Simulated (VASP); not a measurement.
Zr3Mn: single point with PBE

Zr3Mn:

```
Zr Mn
1.0
     4.40218    0.00000    0.00000
     0.00000    4.40218    0.00000
     0.00000    0.00000    4.40218
Zr Mn
3 1
Direct
  0.50000 0.50000 0.00000
  0.50000 0.00000 0.50000
  0.00000 0.50000 0.50000
  0.00000 0.00000 0.00000
```

- Program: VASP 6.6.1
- Task: single point
- Functional: PBE
- Potentials or basis: VASP PAW PBE potentials, release 64 (Zr_sv, Mn_pv)
- Cutoff: 520 eV
- k mesh: 6 × 6 × 6
- Occupations: fermi-dirac, width 0.05 eV
- Spin: collinear spin, ferromagnetic start
- Starting moments: [0.0, 0.0, 0.0, 4.0] μB

- Pressure: -1.8 GPa
- Net moment: 3.37 μB per cell
- Site moments: Zr -0.08; Mn +3.51 μB
- Valence electrons inside the program's atomic spheres: Zr 9.85; Mn 11.45

Levels at points of the mesh, in eV from the Fermi level:
Spin up:
```
           k point  band 23  band 24  band 25  band 26  band 27  band 28  band 29  band 30
(0.00, 0.00, 0.00)    -0.62    -0.62    -0.62     0.10     0.10     2.51     2.51     2.51
(0.50, 0.00, 0.00)    -2.02    -0.94    -0.74    -0.74     1.11     1.11     1.13     1.49
(0.50, 0.50, 0.00)    -2.08    -1.04    -0.91    -0.26    -0.16    -0.16     1.34     1.34
(0.50, 0.50, 0.50)    -1.02    -1.02     0.59     0.59     0.59     1.00     1.00     1.00
```
Spin down:
| k point | band 20 | band 21 | band 22 | band 23 | band 24 | band 25 |
| --- | --- | --- | --- | --- | --- | --- |
| (0.00, 0.00, 0.00) | -1.93 | -1.93 | -1.93 | 0.87 | 0.87 | 0.87 |
| (0.50, 0.00, 0.00) | -1.02 | -0.65 | -0.65 | -0.41 | -0.04 | -0.04 |
| (0.50, 0.50, 0.00) | -0.88 | -0.32 | -0.28 | -0.28 | -0.07 | -0.07 |
| (0.50, 0.50, 0.50) | 0.72 | 0.72 | 0.72 | 0.73 | 0.73 | 0.73 |

Run time: 11 min on 1 thread of Intel(R) Xeon(R) Platinum 8488C (Sapphire Rapids) (shared host), peak memory 0.29 GiB.
